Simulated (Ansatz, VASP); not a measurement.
SiC in VASP and in Ansatz

POSCAR

```
SiC
1.0
    3.0751950059      0.0000000000      0.0000000000
   -1.5375975029      2.6631969967      0.0000000000
    0.0000000000      0.0000000000      5.0481668544
Si C
2 2
Direct
    0.3333333333      0.6666666667      0.0046028828
    0.6666666667      0.3333333333      0.5046028828
    0.1563040888      0.5781520444      0.4133791965
    0.6666666667      0.3333333333      0.8803971172
```

INCAR.step1

```
PREC     = Accurate       # precision mode
ENCUT    = 520            # plane-wave cutoff, eV
ISMEAR   = 0              # smearing method
SIGMA    = 0.05           # smearing width, eV
LREAL    = F              # projectors in reciprocal space
LASPH    = T              # aspherical terms in the spheres
NELM     = 60             # most SCF steps
NBANDS   = 16             # bands
GGA      = PE             # functional
ALGO     = Normal         # electronic algorithm
EDIFF    = 1E-4           # SCF threshold, eV
LWAVE    = T              # write WAVECAR
LCHARG   = F              # write CHGCAR
```

File INCAR.step2:

```
PREC     = Accurate       # precision mode
ENCUT    = 520            # plane-wave cutoff, eV
EDIFF    = 1E-6           # SCF threshold, eV
ISMEAR   = 0              # smearing method
SIGMA    = 0.05           # smearing width, eV
LREAL    = F              # projectors in reciprocal space
LASPH    = T              # aspherical terms in the spheres
NELM     = 60             # most SCF steps
ALGO     = Normal         # electronic algorithm
ISIF     = 2              # what is computed and relaxed
LWAVE    = F              # write WAVECAR
LCHARG   = T              # write CHGCAR
METAGGA  = R2SCAN         # meta-GGA
LMIXTAU  = T            
LELF     = T              # ELF
LVHAR    = T            
NBANDS   = 16             # bands
ISTART   = 1
```

File KPOINTS:

```
Automatic mesh
0
Gamma
  12 12 6
```

Input for Ansatz:

```yaml
crystal:
  lattice:
    - [3.0751950059, 0.0, 0.0]
    - [-1.5375975029, 2.6631969967, 0.0]
    - [0.0, 0.0, 5.0481668544]
  atoms:
    - { symbol: Si, position: [0.3333333333, 0.6666666667, 0.0046028828] }
    - { symbol: Si, position: [0.6666666667, 0.3333333333, 0.5046028828] }
    - { symbol: C, position: [0.1563040888, 0.5781520444, 0.4133791965] }
    - { symbol: C, position: [0.6666666667, 0.3333333333, 0.8803971172] }
basis:
  ecutwfc: 500
kpoints:
  mp_grid: { grid: [12, 12, 6] }
hamiltonian:
  xc: r2scan
scf:
  occupations: { method: gaussian, width: 0.05 }
output:
  forces: true
  stress: true
  eigenvalues: true
```

Alike in both runs: task single point; functional r2SCAN; k mesh 12 × 12 × 6; occupations gaussian, width 0.05 eV; no spin polarisation.

```csv
,VASP,Ansatz
version,VASP 6.6.1,Ansatz 0.2.0
potentials or method,"VASP PAW PBE potentials, release 64 (Si, C), cutoff 520 eV","scalar-relativistic, plane waves, PAW"
valence electrons in the cell,16,16
```

|  | VASP | Ansatz | Ansatz less VASP |
| --- | --- | --- | --- |
| gap on the k mesh at the Fermi level (eV) | 2.12 | 2.12 | -0.003 |
| least direct gap on the mesh (eV) | 4.00 | 3.99 | -0.005 |
| rms of the force components (eV/Å) | 11.430 | 11.638 | +0.2077 |

VASP's potentials were made for PBE, not for r2SCAN. Atom by atom the forces differ by 0.208 eV/Å (rms over components).
